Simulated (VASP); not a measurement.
# Te in VASP: notebook

The runs below take Te through single point, with PBE.

Program: VASP 6.6.1. These are calculated values, not measurements. Logs are shortened: lines on timing, memory, paths and dates and some standing lists are left out, and cuts for length are marked.

## (1) The cell of the first run

It takes space group P4/mmm (No. 123, tetragonal). Conventional cell: a = 3.189 Å, b = 3.189 Å, c = 3.224 Å, α = 90.00°, β = 90.00°, γ = 90.00°. Within 4.2 Å of Te (site symmetry 4/mmm) lie 6 Te at 3.19 to 3.22 Å.

## (2) Single point, PBE

The input, INCAR:

```
SYSTEM = Te
ALGO     = Normal         ! electronic algorithm
EDIFF    = 1E-6           ! SCF threshold, eV
ENCUT    = 520            ! plane-wave cutoff, eV
GGA      = PE             ! functional
ISIF     = 2              ! what is computed and relaxed
ISMEAR   = 0              ! smearing method
LASPH    = .True.         ! aspherical terms in the spheres
LCHARG   = .True.         ! write CHGCAR
LELF     = .True.         ! ELF
LREAL    = .False.        ! projectors in reciprocal space
LVHAR    = .True.       
LWAVE    = .False.        ! write WAVECAR
NBANDS   = 9              ! bands
NELM     = 60             ! most SCF steps
PREC     = Accurate       ! precision mode
SIGMA    = 0.1            ! smearing width, eV
```

The input, KPOINTS:

```
k-points
0
Gamma
  18 18 16
  0 0 0
```

The input, POSCAR:

```
Te
1.0
    3.1886695379      0.0000000000      0.0000000000
    0.0000000000      3.1886695379      0.0000000000
    0.0000000000      0.0000000000      3.2243920022
Te
1
Direct
    0.0000000000      0.0000000000      0.0000000000
```

Potentials or basis: VASP PAW PBE potentials, release 64 (Te).

Command:

```
$ cat potpaw_PBE.64/Te/POTCAR > POTCAR
$ mpirun -np 1 vasp_std > vasp.out
```

OUTCAR:

```text
SYSTEM = Te
   EDIFF = 1E-6
   ENCUT = 520
   GGA = PE
   ISIF = 2
   ISMEAR = 0
   LASPH = .True.
   LREAL = .False.
   NELM = 60
   PREC = Accurate

 ion  position               nearest neighbor table
   1  0.000  0.000  0.000-

  LATTYP: Found a simple tetragonal cell.
 ALAT       =     3.1886695379
 C/A-ratio  =     1.0112029371

  Lattice vectors:

 A1 = (   3.1886695379,   0.0000000000,   0.0000000000)
 A2 = (   0.0000000000,   3.1886695379,   0.0000000000)
 A3 = (   0.0000000000,   0.0000000000,   3.2243920022)

Analysis of symmetry for initial positions (statically):
=====================================================================
 Subroutine PRICEL returns:
 Original cell was already a primitive cell.

 Routine SETGRP: Setting up the symmetry group for a
 simple tetragonal supercell.

 Subroutine GETGRP returns: Found 16 space group operations
 (whereof 16 operations were pure point group operations)
 out of a pool of 16 trial point group operations.

The static configuration has the point symmetry D_4h.

Analysis of symmetry for dynamics (positions and initial velocities):
=====================================================================
 Subroutine PRICEL returns:
 Original cell was already a primitive cell.

 Routine SETGRP: Setting up the symmetry group for a
 simple tetragonal supercell.

 Subroutine GETGRP returns: Found 16 space group operations
 (whereof 16 operations were pure point group operations)
 out of a pool of 16 trial point group operations.

The dynamic configuration has the point symmetry D_4h.

 Subroutine INISYM returns: Found 16 space group operations
 (whereof 16 operations are pure point group operations),
 and found     1 'primitive' translations

----------------------------------------------------------------------------------------

                                     Primitive cell

  volume of cell :      32.7844

  direct lattice vectors                    reciprocal lattice vectors
     3.188669538  0.000000000  0.000000000     0.313610422  0.000000000  0.000000000
     0.000000000  3.188669538  0.000000000     0.000000000  0.313610422  0.000000000
     0.000000000  0.000000000  3.224392002     0.000000000  0.000000000  0.310135988

  length of vectors
     3.188669538  3.188669538  3.224392002     0.313610422  0.313610422  0.310135988

  position of ions in fractional coordinates (direct lattice)
     0.000000000  0.000000000  0.000000000

  ion indices of the primitive-cell ions
   primitive index   ion index
                 1           1

----------------------------------------------------------------------------------------

 KPOINTS: k-points

Automatic generation of k-mesh.
 Grid dimensions read from file:
 generate k-points for:   18   18   16

 Generating k-lattice:

  Cartesian coordinates                     Fractional coordinates (reciprocal lattice)
     0.017422801  0.000000000  0.000000000     0.055555556  0.000000000  0.000000000
     0.000000000  0.017422801  0.000000000     0.000000000  0.055555556  0.000000000
     0.000000000  0.000000000  0.019383499     0.000000000  0.000000000  0.062500000

  Length of vectors
     0.017422801  0.017422801  0.019383499

  Shift w.r.t. Gamma in fractional coordinates (k-lattice)
     0.000000000  0.000000000  0.000000000

 Subroutine IBZKPT returns following result:
 ===========================================

 Found    495 irreducible k-points:

 Following reciprocal coordinates:
            Coordinates               Weight
  0.000000  0.000000  0.000000      1.000000
  0.055556  0.000000  0.000000      4.000000
  0.111111  0.000000  0.000000      4.000000
  0.166667  0.000000  0.000000      4.000000
  0.222222  0.000000  0.000000      4.000000
  0.277778  0.000000  0.000000      4.000000
[... 16 lines left out ...]
  0.277778  0.111111  0.000000      8.000000
  0.333333  0.111111  0.000000      8.000000
 [... further k-points ...]
   k-points           NKPTS =    495   k-points in BZ     NKDIM =    495   number of bands    NBANDS=      9
   number of dos      NEDOS =    301   number of ions     NIONS =      1
   total plane-waves  NPLWV =  13824
   dimension x,y,z NGX =    24 NGY =   24 NGZ =   24
   dimension x,y,z NGXF=    48 NGYF=   48 NGZF=   48
   ions per type =               1
   NGX,Y,Z   is equivalent  to a cutoff of  12.51, 12.51, 12.37 a.u.
   NGXF,Y,Z  is equivalent  to a cutoff of  25.03, 25.03, 24.75 a.u.
 SYSTEM =  Te
   PREC   = accura    normal or accurate (medium, high low for compatibility)
   ISTART =      0    job   : 0-new  1-cont  2-samecut
   ICHARG =      2    charge: 1-file 2-atom 10-const
   ISPIN  =      1    spin polarized calculation?
   LNONCOLLINEAR =      F non collinear calculations
   LSORBIT =      F    spin-orbit coupling
   LASPH  =      T    aspherical Exc in radial PAW
   ENCUT  =  520.0 eV  38.22 Ry    6.18 a.u.   5.93  5.93  6.00*2*pi/ulx,y,z
   NELM   =     60;   NELMIN=  2; NELMDL= -5     # of ELM steps
   EDIFF  = 0.1E-05   stopping-criterion for ELM
   LREAL  =      F    real-space projection
[... 7 lines left out ...]
   TEBEG  =    0.0;   TEEND  =   0.0 temperature during run
   PSTRESS=    0.0 pullay stress
   NELECT =       6.0000    total number of electrons
   NUPDOWN=      -1.0000    fix difference up-down
   EMIN   =  10.00;   EMAX   =-10.00  energy-range for DOS
   EFERMI =   0.00;   METHOD = LEGACY
   ISMEAR =     0;   SIGMA  =   0.10  broadening in eV -4-tet -1-fermi 0-gaus
   EFERMI_NEDOS =   21; number of points for ismear=-14 and -15
   IALGO  =     38    algorithm
   IMIX   =      4    mixing-type and parameters
     AMIX     =   0.40;   BMIX     =  1.00
     AMIX_MAG =   1.60;   BMIX_MAG =  1.00
  volume/ion in A,a.u.               =      32.78       221.24
  Fermi-wavevector in a.u.,A,eV,Ry     =   0.929472  1.756447 11.754320  0.863918
  Thomas-Fermi vector in A             =   2.055758
   LORBIT       =      0    0 simple, 1 ext, 2 COOP (PROOUT), +10 PAW based schemes
   GGA     = PE    functional components
   LHFCALC =     F    Hartree Fock is set to
   AEXX    =    0.0000 exact exchange contribution
   IVDW    =     0    specifies the selected vdW correction
   LEPSILON=     F    determine dielectric tensor
   LRPA    =     F    only Hartree local field effects (RPA)
 non-spin polarized calculation
 Gauss-broadening in eV      SIGMA  =   0.10
  energy-cutoff  :      520.00
  volume of cell :       32.78
 maximum number of plane-waves:       912
 NGX is ok and might be reduce to    24
   NGX = 11   NGY = 11   NGZ = 11

 number of electron       6.0000001 magnetization

 Free energy of the ion-electron system (eV)
  ---------------------------------------------------
  ext. energy  EPLUGINS =         0.00000000
  ---------------------------------------------------
  free energy    TOTEN  =        -3.09973201 eV

  energy without entropy =       -3.09652179  energy(sigma->0) =       -3.09812690

 E-fermi :   6.4107     XC(G=0):  -9.2706

 val. band max:        6.4093201626   @ k =   0.1111   0.0556   0.1250
 cond. band min:       6.4249486959   @ k =   0.1111   0.1111   0.0625
 fundamental gap:      0.0156285333
 Fermi energy:         6.4106507858

 k-point     1 :       0.0000    0.0000    0.0000
  band No.  band energies     occupation
      1      -7.1823      2.00000
      2       7.4195      0.00000
      3       7.6677      0.00000
      4       7.6677      0.00000
      5      12.3664      0.00000
      6      12.4972      0.00000
      7      12.9183      0.00000
      8      23.7367      0.00000
      9      23.7417      0.00000

 k-point     2 :       0.0556    0.0000    0.0000
  band No.  band energies     occupation
      1      -7.1456      2.00000
      2       7.2172      0.00000
      3       7.4527      0.00000
      4       7.7009      0.00000
      5      12.4111      0.00000
      6      12.6875      0.00000
      7      13.2806      0.00000
      8      22.8594      0.00000
      9      23.0851      0.00000

 k-point     3 :       0.1111    0.0000    0.0000
  band No.  band energies     occupation
      1      -7.0365      2.00000
      2       6.2095      1.99555
      3       7.5504      0.00000
      4       7.7986      0.00000
      5      12.5173      0.00000
      6      12.8614      0.00000
      7      14.4435      0.00000
      8      21.7107      0.00000
      9      21.9481      0.00000

 k-point     4 :       0.1667    0.0000    0.0000
  band No.  band energies     occupation
      1      -6.8590      2.00000
      2       5.0421      2.00000
      3       7.7066      0.00000
      4       7.9547      0.00000
      5      12.6888      0.00000
      6      13.0671      0.00000
      7      15.9376      0.00000
      8      20.6117      0.00000
      9      20.8567      0.00000

 k-point     5 :       0.2222    0.0000    0.0000
  band No.  band energies     occupation
      1      -6.6210      2.00000
      2       3.8835      2.00000
      3       7.9102      0.00000
      4       8.1582      0.00000
      5      12.9221      0.00000
      6      13.3435      0.00000
      7      17.4769      0.00000
      8      19.5971      0.00000
      9      19.8480      0.00000

 k-point     6 :       0.2778    0.0000    0.0000
  band No.  band energies     occupation
      1      -6.3363      2.00000
      2       2.8091      2.00000
      3       8.1444      0.00000
      4       8.3922      0.00000
      5      13.2085      0.00000
      6      13.6975      0.00000
      7      18.5358      0.00000
      8      18.6923      0.00000
      9      18.9478      0.00000
[... 169 lines left out ...]
 k-point    21 :       0.1667    0.1111    0.0000
  band No.  band energies     occupation
      1      -6.7130      2.00000
      2       5.1800      2.00000
      3       6.5130      0.14771
      4       7.8372      0.00000
      5      12.8993      0.00000
      6      14.6800      0.00000
      7      15.9858      0.00000
      8      18.9952      0.00000
      9      20.7218      0.00000

 k-point    22 :       0.2222    0.1111    0.0000
  band No.  band energies     occupation
      1      -6.4748      2.00000
      2       4.0230      2.00000
      3       6.7298      0.00001
      4       8.0406      0.00000
      5      13.1483      0.00000
      6      14.8484      0.00000
      7      17.0748      0.00000
      8      18.4997      0.00000
      9      19.7166      0.00000

 k-point    23 :       0.2778    0.1111    0.0000
  band No.  band energies     occupation
      1      -6.1899      2.00000
      2       2.9493      2.00000
      3       6.9836      0.00000
      4       8.2744      0.00000
      5      13.4576      0.00000
      6      14.9666      0.00000
      7      16.8235      0.00000
      8      18.8173      0.00000
      9      19.1313      0.00000

 k-point    24 :       0.3333    0.1111    0.0000
  band No.  band energies     occupation
      1      -5.8821      2.00000
      2       2.0107      2.00000
      3       7.2498      0.00000
      4       8.5142      0.00000
      5      13.8111      0.00000
      6      14.8925      0.00000
      7      16.5036      0.00000
      8      18.0555      0.00000
      9      18.7448      0.00000

 [... further k-points ...]
[... 5 lines left out ...]
  --------------------------------------------------------------------------------------
  -------------------------------------------------------------------------------------
  Total       -0.0100074     -0.0100074     -0.0091139      0.0000000     -0.0000000      0.0000000
  in kB       -0.4890617     -0.4890617     -0.4453959      0.0000000     -0.0000000      0.0000000
  external PRESSURE =      -0.4745064 kB  Pullay stress =       0.0000000 kB

 VOLUME and BASIS-vectors are now :
 -----------------------------------------------------------------------------
  energy-cutoff  :      520.00
  volume of cell :       32.78
      direct lattice vectors                 reciprocal lattice vectors
     3.188669538  0.000000000  0.000000000     0.313610422  0.000000000  0.000000000
     0.000000000  3.188669538  0.000000000     0.000000000  0.313610422  0.000000000
     0.000000000  0.000000000  3.224392002     0.000000000  0.000000000  0.310135988

 POSITION                                       TOTAL-FORCE (eV/Angst)
 -----------------------------------------------------------------------------------
      0.00000      0.00000      0.00000         0.000000      0.000000      0.000000
 -----------------------------------------------------------------------------------
    total drift:                               -0.000000      0.000000      0.000000

  FREE ENERGIE OF THE ION-ELECTRON SYSTEM (eV)
  ---------------------------------------------------
  free  energy   TOTEN  =        -3.0997320137 eV

  energy  without entropy=       -3.0965217948  energy(sigma->0) =       -3.09812690
```

Wall time 24 s (1 thread of Intel Xeon 6975P-C (Granite Rapids), shared host); peak memory 0.25 GiB.

What came out:

| Quantity | Value |
| --- | --- |
| Free energy | -3.0997 eV |
| Pressure | 0.0 GPa |
| Band gap on the k mesh | zero (band 3 reaches 8.96 eV, above the bottom of band 4 at 3.54 eV) |

Levels at points of the mesh, in eV from the Fermi level:
```csv
k point,band 1,band 2,band 3,band 4,band 5,band 6,band 7,band 8
"(0.00, 0.00, 0.00)",-13.59,1.01,1.26,1.26,5.96,6.09,6.51,17.33
"(0.50, 0.00, 0.00)",-11.85,-5.96,2.39,2.64,7.81,9.39,9.66,10.42
"(0.50, 0.50, 0.00)",-10.06,-4.38,-4.38,2.19,3.72,10.76,12.22,12.22
"(0.00, 0.00, 0.50)",-11.97,-5.90,2.55,2.55,7.79,9.40,9.81,10.71
"(0.50, 0.00, 0.50)",-10.19,-4.47,-4.30,2.18,3.88,10.82,12.38,12.46
"(0.50, 0.50, 0.50)",-8.31,-3.02,-3.02,-2.84,4.39,4.50,4.50,7.22
```

Caveat: spin-orbit coupling is left out, which moves the levels of the heavy elements.

## (3) Single point, PBE

The input, INCAR:

```
SYSTEM = Te
PREC = Accurate
ENCUT = 520
EDIFF = 1E-7
ISMEAR = 0
SIGMA = 0.1
LREAL = .FALSE.
LASPH = .TRUE.
NELM = 100
ALGO = Normal
ISIF = 2
LWAVE = .FALSE.
LCHARG = .FALSE.
GGA = PE
NBANDS = 9
```

The input, KPOINTS:

```
Automatic mesh
0
G
  18 18 18
  0 0 0
```

The input, POSCAR:

```
Te
1.0
    2.2641496263      1.3072073962      1.8457605647
   -2.2641496263      1.3072073962      1.8457605647
    0.0000000000     -2.6144147925      1.8457605646
Te
1
Direct
    0.5000000000      0.5000000000      0.5000000000
```

Potentials or basis: VASP PAW PBE potentials, release 64 (Te).

Command:

```
$ cat potpaw_PBE.64/Te/POTCAR > POTCAR
$ mpirun -np 1 vasp_std > vasp.out
```

Run time: 30 s. Hardware: 1 thread of Intel Xeon 6975P-C (Granite Rapids), shared host; peak memory 0.27 GiB.

Results (log left out):

| Property | Result |
| --- | --- |
| Free energy | -3.0976 eV |
| Pressure | 0.0 GPa |
| Band gap on the k mesh | zero (band 3 reaches 8.94 eV, above the bottom of band 4 at 3.46 eV) |

Levels at points of the mesh, in eV from the Fermi level:
| k point | band 1 | band 2 | band 3 | band 4 | band 5 | band 6 |
| --- | --- | --- | --- | --- | --- | --- |
| (0.00, 0.00, 0.00) | -13.61 | 1.15 | 1.16 | 1.16 | 6.02 | 6.02 |
| (0.50, 0.00, 0.00) | -11.91 | -5.96 | 2.50 | 2.51 | 7.79 | 9.37 |
| (0.50, 0.50, 0.00) | -10.16 | -4.41 | -4.40 | 2.16 | 3.81 | 10.78 |
| (0.50, 0.50, 0.50) | -8.33 | -2.99 | -2.99 | -2.97 | 4.43 | 4.43 |

Caveat: spin-orbit coupling is left out, which moves the levels of the heavy elements.

(Part 1 of 2 ends here.)
